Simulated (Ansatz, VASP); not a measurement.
Two plane-wave programs on AlN

The input POSCAR:

```
AlN
1.0
    3.1532941678      0.0000000000      0.0000000000
   -1.5766470839      2.7308328549      0.0000000000
    0.0000000000      0.0000000000      4.9360797740
Al N
2 2
Direct
    0.3333333333      0.6666666667     -0.0053356497
    0.6666666667      0.3333333333      0.4946643503
    0.3333333333      0.6666666667      0.3803356497
    0.6666666667      0.3333333333      0.8803356497
```

File INCAR.step1:

```
ALGO = Normal
EDIFF = 1E-4
ENCUT = 520
GGA = PE
ISMEAR = 0
LASPH = True
LCHARG = False
LREAL = False
LWAVE = True
NBANDS = 16
NELM = 60
PREC = Accurate
SIGMA = 0.01
```

Contents of INCAR.step2:

```
ALGO = Normal
EDIFF = 1E-7
ENCUT = 520
ISIF = 2
ISMEAR = 0
ISTART = 1
LASPH = True
LCHARG = True
LELF = True
LMIXTAU = True
LREAL = False
LVHAR = True
LWAVE = False
METAGGA = R2SCAN
NBANDS = 16
NELM = 60
PREC = Accurate
SIGMA = 0.01
```

Contents of KPOINTS:

```
k-points
0
Gamma
  12 12 6
```

Input for Ansatz:

```yaml
crystal:
  lattice:
    - [3.1532941678, 0.0, 0.0]
    - [-1.5766470839, 2.7308328549, 0.0]
    - [0.0, 0.0, 4.936079774]
  atoms:
    - { symbol: Al, position: [0.3333333333, 0.6666666667, -0.0053356497] }
    - { symbol: Al, position: [0.6666666667, 0.3333333333, 0.4946643503] }
    - { symbol: "N", position: [0.3333333333, 0.6666666667, 0.3803356497] }
    - { symbol: "N", position: [0.6666666667, 0.3333333333, 0.8803356497] }
kpoints:
  mp_grid: { grid: [12, 12, 6] }
  band_path:
    path:
      - [0.0, 0.0, 0.0]
      - [0.5, 0.0, 0.0]
      - [0.3333333333, 0.3333333333, 0.0]
      - [0.0, 0.0, 0.5]
      - [0.5, 0.0, 0.5]
      - [0.3333333333, 0.3333333333, 0.5]
    npoints: 1
hamiltonian:
  xc: r2scan
scf:
  occupations: { method: fixed }
  n_extra_bands: 5
output:
  forces: true
  stress: true
  eigenvalues: true
```

Change from the starting cell: epitaxial_xy strain +1.5%.

Alike in both runs: task single point; functional r2SCAN; k mesh 12 × 12 × 6; no spin polarisation.

|  | VASP | Ansatz |
| --- | --- | --- |
| version | VASP 6.6.1 | Ansatz 0.2.0 |
| potentials or method | VASP PAW PBE potentials, release 64 (Al, N) | plane waves, PAW |
| plane-wave cutoff (eV) | 520 | 500 |
| occupations | gaussian, width 0.01 eV | fixed |
| valence electrons in the cell | 16 | 16 |

VASP gave:

```
gap on the k mesh at the Fermi level (eV)                     : 4.60
pressure (GPa)                                                : -5.0
traceless stress, the component that is largest in VASP (GPa) : 4.65
```

Estimate Ansatz's values.

gap on the k mesh at the Fermi level (eV): 4.56; pressure (GPa): -4.6; traceless stress, the component that is largest in VASP (GPa): 4.59.

VASP's potentials were made for PBE, not for r2SCAN.
